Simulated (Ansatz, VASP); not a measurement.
## ZrB2 in VASP and in Ansatz

```
Zr B
1.0
     0.00000    2.74328    2.74328
     2.74328    0.00000    2.74328
     2.74328    2.74328    0.00000
Zr B
1 2
Direct
  0.00000 0.00000 0.00000
  0.25000 0.25000 0.25000
  0.75000 0.75000 0.75000
```

Change from the starting cell: species swapped into the VH2 type (Fm-3m, No. 225).

Alike in both runs: functional PBE; k mesh 7 × 7 × 7; occupations gaussian, width 0.2 eV; no spin polarisation.

Ansatz relaxed the structure, and its values are those at the end. VASP's run is a single point on that final structure, the one shown.

|  | VASP | Ansatz |
| --- | --- | --- |
| version | VASP 6.6.1 | Ansatz 0.2.0 |
| potentials or method | VASP PAW PBE potentials, release 64 (Zr_sv, B), cutoff 500 eV | scalar-relativistic, plane waves, PAW |
| valence electrons in the cell | 18 | 18 |

|  | VASP | Ansatz | Ansatz less VASP |
| --- | --- | --- | --- |
| gap on the k mesh at the Fermi level (eV) | none | none | - |
| pressure (GPa) | 0.1 | 0.0 | -0.09 |

A gap of «none» marks a metal or a gap that the smearing closes.
